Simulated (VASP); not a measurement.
# AlRu (Pm-3m) in VASP: notebook

AlRu is run at these levels: PBEsol, r2SCAN; tasks: single point.

All numbers are computed with VASP 6.6.1; they aren't measurements. Logs are shortened: lines on timing, memory, paths and dates and some standing lists are left out, and cuts for length are marked.

### 1 The cell of the first run

It takes space group Pm-3m (No. 221, cubic). Conventional cell: a = 3.035 Å, b = 3.035 Å, c = 3.035 Å, α = 90.00°, β = 90.00°, γ = 90.00°. Al (site symmetry m-3m) has 8 Ru at 2.63 Å and 6 Al at 3.03 Å within 3.5 Å. Ru (site symmetry m-3m) has 8 Al at 2.63 Å and 6 Ru at 3.03 Å within 3.5 Å.

### 2 Single point, PBEsol (volume scaled by 1.06)

Input file INCAR:

```
SYSTEM = AlRu
PREC = Accurate ; ENCUT = 520
EDIFF = 1E-7 ; ISMEAR = 0
SIGMA = 0.1 ; LREAL = .FALSE.
LASPH = .TRUE. ; NELM = 60
ALGO = Normal ; ISIF = 2
LWAVE = .FALSE. ; LCHARG = .TRUE.
GGA = PS ; LELF = .TRUE.
LVHAR = .TRUE. ; NBANDS = 16
```

Input file KPOINTS:

```
regular mesh
0
G
  14 14 14
  0 0 0
```

Input file POSCAR:

```
AlRu
1.0
    3.0347835810      0.0000000000      0.0000000000
    0.0000000000      3.0347835810      0.0000000000
    0.0000000000      0.0000000000      3.0347835810
Al Ru
1 1
Direct
    0.0000000000      0.0000000000      0.0000000000
    0.5000000000      0.5000000000      0.5000000000
```

Potentials or basis: VASP PAW PBE potentials, release 64 (Al, Ru_pv).

Started as:

```
cat potpaw_PBE.64/Al/POTCAR potpaw_PBE.64/Ru_pv/POTCAR > POTCAR
mpirun -np 1 vasp_std > vasp.out
```

OUTCAR:

```text
SYSTEM = AlRu
   PREC = Accurate
   ENCUT = 520
   EDIFF = 1E-7
   ISMEAR = 0
   LREAL = .FALSE.
   LASPH = .TRUE.
   NELM = 60
   ISIF = 2
   GGA = PS

 ion  position               nearest neighbor table
   1  0.000  0.000  0.000-   2 2.63   2 2.63   2 2.63   2 2.63   2 2.63   2 2.63   2 2.63   2 2.63

   2  0.500  0.500  0.500-   1 2.63   1 2.63   1 2.63   1 2.63   1 2.63   1 2.63   1 2.63   1 2.63

  LATTYP: Found a simple cubic cell.
 ALAT       =     3.0347835810

  Lattice vectors:

 A1 = (   3.0347835810,   0.0000000000,   0.0000000000)
 A2 = (   0.0000000000,   3.0347835810,   0.0000000000)
 A3 = (   0.0000000000,   0.0000000000,   3.0347835810)

Analysis of symmetry for initial positions (statically):
=====================================================================
 Subroutine PRICEL returns:
 Original cell was already a primitive cell.

 Routine SETGRP: Setting up the symmetry group for a
 simple cubic supercell.

 Subroutine GETGRP returns: Found 48 space group operations
 (whereof 48 operations were pure point group operations)
 out of a pool of 48 trial point group operations.

The static configuration has the point symmetry O_h .

Analysis of symmetry for dynamics (positions and initial velocities):
=====================================================================
 Subroutine PRICEL returns:
 Original cell was already a primitive cell.

 Routine SETGRP: Setting up the symmetry group for a
 simple cubic supercell.

 Subroutine GETGRP returns: Found 48 space group operations
 (whereof 48 operations were pure point group operations)
 out of a pool of 48 trial point group operations.

The dynamic configuration has the point symmetry O_h .

 Subroutine INISYM returns: Found 48 space group operations
 (whereof 48 operations are pure point group operations),
 and found     1 'primitive' translations

----------------------------------------------------------------------------------------

                                     Primitive cell

  volume of cell :      27.9501

  direct lattice vectors                    reciprocal lattice vectors
     3.034783581  0.000000000  0.000000000     0.329512788  0.000000000  0.000000000
     0.000000000  3.034783581  0.000000000     0.000000000  0.329512788  0.000000000
     0.000000000  0.000000000  3.034783581     0.000000000  0.000000000  0.329512788

  length of vectors
     3.034783581  3.034783581  3.034783581     0.329512788  0.329512788  0.329512788

  position of ions in fractional coordinates (direct lattice)
     0.000000000  0.000000000  0.000000000
     0.500000000  0.500000000  0.500000000

  ion indices of the primitive-cell ions
   primitive index   ion index
                 1           1
                 2           2

----------------------------------------------------------------------------------------

 KPOINTS: regular mesh

Automatic generation of k-mesh.
 Grid dimensions read from file:
 generate k-points for:   14   14   14

 Generating k-lattice:

  Cartesian coordinates                     Fractional coordinates (reciprocal lattice)
     0.023536628  0.000000000  0.000000000     0.071428571  0.000000000  0.000000000
     0.000000000  0.023536628  0.000000000     0.000000000  0.071428571  0.000000000
     0.000000000  0.000000000  0.023536628     0.000000000  0.000000000  0.071428571

  Length of vectors
     0.023536628  0.023536628  0.023536628

  Shift w.r.t. Gamma in fractional coordinates (k-lattice)
     0.000000000  0.000000000  0.000000000

 Subroutine IBZKPT returns following result:
 ===========================================

 Found    120 irreducible k-points:

 Following reciprocal coordinates:
            Coordinates               Weight
  0.000000  0.000000  0.000000      1.000000
  0.071429  0.000000  0.000000      6.000000
  0.142857  0.000000  0.000000      6.000000
  0.214286  0.000000  0.000000      6.000000
  0.285714  0.000000  0.000000      6.000000
  0.357143  0.000000  0.000000      6.000000
[... 16 lines left out ...]
  0.285714  0.214286  0.000000     24.000000
  0.357143  0.214286  0.000000     24.000000
 [... further k-points ...]
   k-points           NKPTS =    120   k-points in BZ     NKDIM =    120   number of bands    NBANDS=     16
   number of dos      NEDOS =    301   number of ions     NIONS =      2
   total plane-waves  NPLWV =  13824
   dimension x,y,z NGX =    24 NGY =   24 NGZ =   24
   dimension x,y,z NGXF=    48 NGYF=   48 NGZF=   48
   ions per type =               1   1
   NGX,Y,Z   is equivalent  to a cutoff of  13.15, 13.15, 13.15 a.u.
   NGXF,Y,Z  is equivalent  to a cutoff of  26.29, 26.29, 26.29 a.u.
 SYSTEM =  AlRu
   PREC   = accura    normal or accurate (medium, high low for compatibility)
   ISTART =      0    job   : 0-new  1-cont  2-samecut
   ICHARG =      2    charge: 1-file 2-atom 10-const
   ISPIN  =      1    spin polarized calculation?
   LNONCOLLINEAR =      F non collinear calculations
   LSORBIT =      F    spin-orbit coupling
   LASPH  =      T    aspherical Exc in radial PAW
   ENCUT  =  520.0 eV  38.22 Ry    6.18 a.u.   5.64  5.64  5.64*2*pi/ulx,y,z
   NELM   =     60;   NELMIN=  2; NELMDL= -5     # of ELM steps
   EDIFF  = 0.1E-06   stopping-criterion for ELM
   LREAL  =      F    real-space projection
   EDIFFG = 0.1E-05   stopping-criterion for IOM
   NSW    =      0    number of steps for IOM
   IBRION =     -1    ionic relax: 0-MD 1-quasi-New 2-CG
   NFREE  =      0    steps in history (QN), initial steepest desc. (CG)
   ISIF   =      2    stress and relaxation
   ISYM   =      2    0-nonsym 1-usesym 2-fastsym
   POTIM  = 0.5000    time-step for ionic-motion
   TEBEG  =    0.0;   TEEND  =   0.0 temperature during run
   PSTRESS=    0.0 pullay stress
   NELECT =      17.0000    total number of electrons
   NUPDOWN=      -1.0000    fix difference up-down
   EMIN   =  10.00;   EMAX   =-10.00  energy-range for DOS
   EFERMI =   0.00;   METHOD = LEGACY
   ISMEAR =     0;   SIGMA  =   0.10  broadening in eV -4-tet -1-fermi 0-gaus
   EFERMI_NEDOS =   21; number of points for ismear=-14 and -15
   IALGO  =     38    algorithm
   IMIX   =      4    mixing-type and parameters
     AMIX     =   0.40;   BMIX     =  1.00
     AMIX_MAG =   1.60;   BMIX_MAG =  1.00
  volume/ion in A,a.u.               =      13.98        94.31
  Fermi-wavevector in a.u.,A,eV,Ry     =   1.387065  2.621172 26.176911  1.923949
  Thomas-Fermi vector in A             =   2.511321
   LORBIT       =      0    0 simple, 1 ext, 2 COOP (PROOUT), +10 PAW based schemes
   GGA     = PS    functional components
   LHFCALC =     F    Hartree Fock is set to
   AEXX    =    0.0000 exact exchange contribution
   IVDW    =     0    specifies the selected vdW correction
   LEPSILON=     F    determine dielectric tensor
   LRPA    =     F    only Hartree local field effects (RPA)
 non-spin polarized calculation
 Gauss-broadening in eV      SIGMA  =   0.10
  energy-cutoff  :      520.00
  volume of cell :       27.95
 maximum number of plane-waves:       768
 NGX is ok and might be reduce to    24
   NGX = 11   NGY = 11   NGZ = 11

 number of electron      17.0000002 magnetization

 Free energy of the ion-electron system (eV)
  ---------------------------------------------------
  ext. energy  EPLUGINS =         0.00000000
  ---------------------------------------------------
  free energy    TOTEN  =       -15.46097884 eV

  energy without entropy =      -15.45091695  energy(sigma->0) =      -15.45594790

 E-fermi :  10.0019     XC(G=0): -12.4673

 val. band max:        9.9882965085   @ k =   0.0714   0.0714   0.0714
 cond. band min:      10.0099932883   @ k =   0.1429   0.0714   0.0714
 fundamental gap:      0.0216967798
 Fermi energy:        10.0019055051

 k-point     1 :       0.0000    0.0000    0.0000
  band No.  band energies     occupation
      1     -31.6967      2.00000
      2     -31.6967      2.00000
      3     -31.6967      2.00000
      4       0.5699      2.00000
      5       6.6407      2.00000
      6       6.6407      2.00000
[... 8 lines left out ...]
     15      22.0102      0.00000
     16      24.2772      0.00000

 k-point     2 :       0.0714    0.0000    0.0000
  band No.  band energies     occupation
      1     -31.7057      2.00000
      2     -31.6960      2.00000
      3     -31.6960      2.00000
      4       0.6646      2.00000
      5       6.6712      2.00000
      6       6.6732      2.00000
[... 8 lines left out ...]
     15      22.0111      0.00000
     16      24.5886      0.00000

 k-point     3 :       0.1429    0.0000    0.0000
  band No.  band energies     occupation
      1     -31.7307      2.00000
      2     -31.6938      2.00000
      3     -31.6938      2.00000
      4       0.9444      2.00000
      5       6.7351      2.00000
      6       6.7665      2.00000
[... 8 lines left out ...]
     15      22.0168      0.00000
     16      25.5862      0.00000

 k-point     4 :       0.2143    0.0000    0.0000
  band No.  band energies     occupation
      1     -31.7667      2.00000
      2     -31.6908      2.00000
      3     -31.6908      2.00000
      4       1.3978      2.00000
      5       6.7456      2.00000
      6       6.9072      2.00000
[... 8 lines left out ...]
     15      22.2441      0.00000
     16      26.6949      0.00000
[... 324 lines left out ...]
 k-point    22 :       0.2143    0.2143    0.0000
  band No.  band energies     occupation
      1     -31.7616      2.00000
      2     -31.7579      2.00000
      3     -31.6849      2.00000
      4       2.1579      2.00000
      5       6.8809      2.00000
      6       7.2142      2.00000
[... 8 lines left out ...]
     15      24.2404      0.00000
     16      24.3267      0.00000

 k-point    23 :       0.2857    0.2143    0.0000
  band No.  band energies     occupation
      1     -31.7990      2.00000
      2     -31.7557      2.00000
      3     -31.6815      2.00000
      4       2.7020      2.00000
      5       6.6846      2.00000
      6       7.4010      2.00000
[... 8 lines left out ...]
     15      23.1650      0.00000
     16      24.9172      0.00000

 k-point    24 :       0.3571    0.2143    0.0000
  band No.  band energies     occupation
      1     -31.8340      2.00000
      2     -31.7521      2.00000
      3     -31.6784      2.00000
      4       3.3421      2.00000
      5       6.2375      2.00000
      6       7.5865      2.00000
[... 8 lines left out ...]
     15      22.1239      0.00000
     16      23.9784      0.00000

 [... further k-points ...]
[... 5 lines left out ...]
  --------------------------------------------------------------------------------------
  -------------------------------------------------------------------------------------
  Total       -1.9605939     -1.9605939     -1.9605939     -0.0000000     -0.0000000     -0.0000000
  in kB     -112.3867344   -112.3867344   -112.3867344     -0.0000000     -0.0000000     -0.0000000
  external PRESSURE =    -112.3867344 kB  Pullay stress =       0.0000000 kB

 VOLUME and BASIS-vectors are now :
 -----------------------------------------------------------------------------
  energy-cutoff  :      520.00
  volume of cell :       27.95
      direct lattice vectors                 reciprocal lattice vectors
     3.034783581  0.000000000  0.000000000     0.329512788  0.000000000  0.000000000
     0.000000000  3.034783581  0.000000000     0.000000000  0.329512788  0.000000000
     0.000000000  0.000000000  3.034783581     0.000000000  0.000000000  0.329512788

 POSITION                                       TOTAL-FORCE (eV/Angst)
 -----------------------------------------------------------------------------------
      0.00000      0.00000      0.00000         0.000000      0.000000      0.000000
      1.51739      1.51739      1.51739         0.000000      0.000000      0.000000
 -----------------------------------------------------------------------------------
    total drift:                                0.000000     -0.000000     -0.000000

  FREE ENERGIE OF THE ION-ELECTRON SYSTEM (eV)
  ---------------------------------------------------
  free  energy   TOTEN  =       -15.4609788422 eV

  energy  without entropy=      -15.4509169482  energy(sigma->0) =      -15.45594790
```

Run time: 27 s. Hardware: 1 thread of Intel Xeon Platinum 8259CL at 2.50GHz (Skylake/Cascade Lake), shared host; peak memory 0.17 GiB.

Results:

| Quantity | Value |
| --- | --- |
| Free energy | -15.4610 eV |
| Pressure | -11.2 GPa |

Levels at points of the mesh, in eV from the Fermi level:
| k point | band 7 | band 8 | band 9 | band 10 | band 11 | band 12 |
| --- | --- | --- | --- | --- | --- | --- |
| (0.00, 0.00, 0.00) | 0.18 | 0.18 | 0.18 | 5.87 | 5.87 | 5.87 |
| (0.50, 0.00, 0.00) | -1.51 | -1.51 | 0.41 | 2.13 | 7.47 | 10.78 |
| (0.50, 0.50, 0.00) | -1.33 | -1.08 | -1.08 | 1.43 | 5.00 | 5.85 |
| (0.50, 0.50, 0.50) | 1.51 | 1.51 | 2.34 | 4.00 | 4.00 | 4.00 |

Caveat: the cell differs from its parent crystal (volume scaled by 1.06); the PAW data sets were made with another functional, which shifts forces and pressure a little.

### 3 Single point, PBEsol (volume scaled by 1.10)

Input file INCAR:

```
SYSTEM = AlRu
  PREC = Accurate
  ENCUT = 520
  EDIFF = 1E-7
  ISMEAR = 0
  SIGMA = 0.1
  LREAL = .False.
  LASPH = .True.
  NELM = 100
  ALGO = Normal
  ISIF = 2
  LWAVE = .False.
  LCHARG = .True.
  GGA = PS
  LELF = .True.
  LVHAR = .True.
  NBANDS = 16
```

Input file KPOINTS:

```
Automatic mesh
0
Gamma
  14 14 14
  0 0 0
```

Input file POSCAR:

```
AlRu
1.0
    3.0724866111      0.0000000000      0.0000000000
    0.0000000000      3.0724866111      0.0000000000
    0.0000000000      0.0000000000      3.0724866111
Al Ru
1 1
Direct
    0.0000000000      0.0000000000      0.0000000000
    0.5000000000      0.5000000000      0.5000000000
```

Potentials or basis: VASP PAW PBE potentials, release 64 (Al, Ru_pv).

Started as:

```
cat potpaw_PBE.64/Al/POTCAR potpaw_PBE.64/Ru_pv/POTCAR > POTCAR
mpirun -np 1 vasp_std > vasp.out
```

Run time: 30 s. Hardware: 1 thread of Intel Xeon Platinum 8259CL at 2.50GHz (Skylake/Cascade Lake), shared host; peak memory 0.18 GiB.

The run converged. Its results:

- Free energy: -15.3679 eV
- Pressure: -17.0 GPa

Levels at points of the mesh, in eV from the Fermi level:
```csv
k point,band 6,band 7,band 8,band 9,band 10,band 11,band 12,band 13
"(0.00, 0.00, 0.00)",-3.18,0.16,0.16,0.16,5.70,5.70,5.70,10.53
"(0.50, 0.00, 0.00)",-2.47,-1.44,-1.44,0.38,2.00,7.48,10.58,10.58
"(0.50, 0.50, 0.00)",-1.30,-1.30,-1.02,-1.02,1.34,4.77,5.49,9.97
"(0.50, 0.50, 0.50)",-4.20,1.42,1.42,2.12,3.92,3.92,3.92,7.85
```

Caveat: the cell differs from its parent crystal (volume scaled by 1.10); the PAW data sets were made with another functional, which shifts forces and pressure a little.

### 4 Single point, r2SCAN (functional r2SCAN, strained)

Input file POSCAR:

```
AlRu
1.0
    2.9292849720      0.0000000000      0.0000000000
    0.0000000000      2.9292849720      0.0000000000
    0.0000000000      0.0000000000      2.9292849720
Al Ru
1 1
Direct
    0.0000000000      0.0000000000      0.0000000000
    0.5000000000      0.5000000000      0.5000000000
```

Input file INCAR.step1:

```
  PREC = Accurate
  ENCUT = 520
  ISMEAR = 0
  SIGMA = 0.1
  LREAL = F
  LASPH = T
  NELM = 100
  NBANDS = 16
  GGA = PE
  ALGO = Normal
  EDIFF = 1E-4
  LWAVE = T
  LCHARG = F
```

Input file INCAR.step2:

```
  PREC = Accurate
  ENCUT = 520
  EDIFF = 1E-7
  ISMEAR = 0
  SIGMA = 0.1
  LREAL = F
  LASPH = T
  NELM = 100
  ALGO = Normal
  ISIF = 2
  LWAVE = F
  LCHARG = F
  METAGGA = R2SCAN
  LMIXTAU = T
  NBANDS = 16
  ISTART = 1
```

Input file KPOINTS:

```
regular mesh
0
Gamma
  14 14 14
```

Started as:

```
cat potpaw_PBE.64/Al/POTCAR potpaw_PBE.64/Ru_pv/POTCAR > POTCAR
cp INCAR.step1 INCAR
mpirun -np 1 vasp_std > vasp.out
cp INCAR.step2 INCAR
mpirun -np 1 vasp_std > vasp.out
```

It took 74 s on 1 thread of Intel Xeon 6975P-C, shared host; peak memory 0.18 GiB.

The run converged. Its results:

```yaml
Free_energy: -33.5504 eV
Pressure: 13.7 GPa
```

Levels at points of the mesh, in eV from the Fermi level:
```tsv
k point	band 7	band 8	band 9	band 10	band 11	band 12
(0.00, 0.00, 0.00)	0.19	0.19	0.19	6.84	6.84	6.84
(0.50, 0.00, 0.00)	-1.84	-1.84	0.49	2.77	7.68	10.44
(0.50, 0.50, 0.00)	-1.51	-1.38	-1.38	1.89	6.11	7.45
(0.50, 0.50, 0.50)	2.00	2.00	3.61	4.49	4.49	4.49
```

Caveat: the cell differs from its parent crystal (functional r2SCAN, strained); the PAW data sets were made with another functional, which shifts forces and pressure a little.

### 5 Single point, PBEsol

This run uses another cell than the first one, of 13.18 Å³/atom, 0.943 times its volume.

Input file INCAR:

```
SYSTEM = AlRu
PREC = Accurate ; ENCUT = 520
EDIFF = 1E-6 ; ISMEAR = 0
SIGMA = 0.15 ; LREAL = .FALSE.
LASPH = .TRUE. ; NELM = 60
ALGO = Normal ; ISIF = 2
LWAVE = .FALSE. ; LCHARG = .TRUE.
GGA = PS ; LELF = .TRUE.
LVHAR = .TRUE. ; NBANDS = 16
```

Input file KPOINTS:

```
regular mesh
0
G
  12 12 12
  0 0 0
```

Input file POSCAR:

```
AlRu
1.0
    2.9764078238      0.0000000000      0.0000000000
    0.0000000000      2.9764078238      0.0000000000
    0.0000000000      0.0000000000      2.9764078238
Al Ru
1 1
Direct
    0.0000000000      0.0000000000      0.0000000000
    0.5000000000      0.5000000000      0.5000000000
```

Started as:

```
cat potpaw_PBE.64/Al/POTCAR potpaw_PBE.64/Ru_pv/POTCAR > POTCAR
mpirun -np 1 vasp_std > vasp.out
```

Run time: 14 s. Hardware: 1 thread of Intel Xeon Platinum 8375C at 2.90GHz (Ice Lake), shared host; peak memory 0.16 GiB.

It converged, with:

| Property | Result |
| --- | --- |
| Free energy | -15.5347 eV |
| Pressure | -0.1 GPa |

Levels at points of the mesh, in eV from the Fermi level:
```
           k point  band 7  band 8  band 9  band 10  band 11  band 12
(0.00, 0.00, 0.00)    0.20    0.20    0.20     6.15     6.15     6.15
(0.50, 0.00, 0.00)   -1.63   -1.63    0.46     2.35     7.45    11.09
(0.50, 0.50, 0.00)   -1.37   -1.19   -1.19     1.57     5.38     6.44
(0.50, 0.50, 0.50)    1.67    1.67    2.70     4.14     4.14     4.14
```

Caveat: the PAW data sets were made with another functional, which shifts forces and pressure a little.

### 6 Overview

| level | cell | k mesh | smearing | gap on the mesh (eV) | pressure (GPa) |
| --- | --- | --- | --- | --- | --- |
| PBEsol | a = 3.035 Å, 2 atoms | 14 × 14 × 14 | gaussian 0.1 eV | none | -11.2 |
| PBEsol | a = 3.072 Å, 2 atoms | 14 × 14 × 14 | gaussian 0.1 eV | none | -17.0 |
| r2SCAN | a = 2.929 Å, 2 atoms | 14 × 14 × 14 | gaussian 0.1 eV | none | 13.7 |
| PBEsol | a = 2.976 Å, 2 atoms | 12 × 12 × 12 | gaussian 0.15 eV | none | -0.1 |

Alike in all rows: task single point; potentials or basis VASP PAW PBE potentials, release 64 (Al, Ru_pv); no spin polarisation; cutoff (eV) 520.

Caveats: the PAW data sets were made with another functional, which shifts forces and pressure a little.

Total energies depend on the potentials used, so only differences within one code and one set of settings carry meaning.
